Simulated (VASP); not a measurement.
Write the native input for VASP 6.6.1 that does the following.

* Task: single point
* Functional: PBEsol
* Potentials or basis: VASP PAW PBE potentials, release 64 (W_sv, Se)
* Cutoff: 520 eV
* k mesh: 9 × 9 × 2
* Occupations: gaussian, width 0.05 eV
* Spin: no spin polarisation
* Dipole correction: no
* Further INCAR settings: ALGO = Normal; EDIFF = 1e-06; NBANDS = 20

The structure of WSe2 lies in POSCAR:

```
WSe2
1.0
    3.2267186148      0.0000000000      0.0000000000
   -1.6133593074      2.7944202912      0.0000000000
    0.0000000000      0.0000000000     16.6611439352
W Se
1 2
Direct
    0.0000000000      0.0000000000      0.0000000000
    0.3333333333      0.6666666667      0.1003991023
    0.3333333333      0.6666666667      0.8996008977
```

One way to write it, as run:

INCAR

```
  PREC = Accurate
  ENCUT = 520
  EDIFF = 1E-6
  ISMEAR = 0
  SIGMA = 0.05
  LREAL = False
  LASPH = True
  NELM = 100
  ALGO = Normal
  ISIF = 2
  LWAVE = False
  LCHARG = False
  GGA = PS
  NBANDS = 20
```

KPOINTS

```
regular mesh
0
Gamma
  9 9 2
```

Potentials or basis: VASP PAW PBE potentials, release 64 (W_sv, Se).

Run with:

```console
$ cat potpaw_PBE.64/W_sv/POTCAR potpaw_PBE.64/Se/POTCAR > POTCAR
$ mpirun -np 1 vasp_std > vasp.out
```

Results of the run:

```json
{
  "Largest force": "0.377 eV/Å",
  "Band gap on the k mesh": "1.76 eV, indirect (least direct gap 1.84 eV)"
}
```

Caveat: the PAW data sets were made with another functional, which shifts forces and pressure a little; spin-orbit coupling is left out, which moves the levels of the heavy elements.

Run time: 89 s on 1 thread of Intel(R) Xeon(R) Platinum 8259CL CPU @ 2.50GHz (Skylake/Cascade Lake), on a shared host, peak memory 0.28 GiB.
